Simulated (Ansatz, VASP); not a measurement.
# Two plane-wave programs on Nb

POSCAR

```
Nb
1.0
    0.0000000000      2.1150000000      2.1044250000
    2.1150000000      0.0000000000      2.1044250000
    2.1150000000      2.1150000000      0.0000000000
Nb
1
Direct
    0.0000000000      0.0000000000      0.0000000000
```

Contents of INCAR.step1:

```
PREC = Accurate ; ENCUT = 520
ISMEAR = 0 ; SIGMA = 0.15
LREAL = F ; LASPH = T
NELM = 60 ; NBANDS = 12
GGA = PE ; ALGO = Normal
EDIFF = 1E-4 ; LWAVE = T
LCHARG = F
```

File INCAR.step2:

```
PREC = Accurate ; ENCUT = 520
EDIFF = 1E-6 ; ISMEAR = 0
SIGMA = 0.15 ; LREAL = F
LASPH = T ; NELM = 60
ALGO = Normal ; ISIF = 2
LWAVE = F ; LCHARG = F
METAGGA = R2SCAN ; LMIXTAU = T
NBANDS = 12 ; ISTART = 1
```

Contents of KPOINTS:

```
regular mesh
0
Gamma
  20 20 20
```

Input for Ansatz:

```yaml
crystal:
  lattice:
    - [0.0, 2.115, 2.104425]
    - [2.115, 0.0, 2.104425]
    - [2.115, 2.115, 0.0]
  atoms:
    - { symbol: Nb, position: [0.0, 0.0, 0.0] }
basis:
  ecutwfc: 500
kpoints:
  mp_grid: { grid: [20, 20, 20] }
hamiltonian:
  xc: r2scan
scf:
  occupations: { method: gaussian, width: 0.15 }
output:
  forces: true
  stress: true
  eigenvalues: true
```

Change from the starting cell: strain -0.0050 x Voigt [0, 0, 1, 0, 0, 0], atoms carried along.

Alike in both runs: task single point; functional r2SCAN; k mesh 20 × 20 × 20; occupations gaussian, width 0.15 eV; no spin polarisation.

|  | VASP | Ansatz |
| --- | --- | --- |
| version | VASP 6.6.1 | Ansatz 0.2.0 |
| potentials or method | VASP PAW PBE potentials, release 64 (Nb_sv), cutoff 520 eV | scalar-relativistic, plane waves, PAW |
| valence electrons in the cell | 13 | 13 |

Ansatz gave:

| Item | Value |
| --- | --- |
| gap on the k mesh at the Fermi level (eV) | none |
| pressure (GPa) | -1.2 |
| traceless stress, the component that is largest in VASP (GPa) | -0.97 |

Question: Estimate VASP's values.

Answer: gap on the k mesh at the Fermi level (eV): none; pressure (GPa): -1.4; traceless stress, the component that is largest in VASP (GPa): -0.96.

VASP's potentials were made for PBE, not for r2SCAN. A gap of «none» marks a metal or a gap that the smearing closes. With one functional, cell and mesh, what is left measures potentials, basis and numerics.
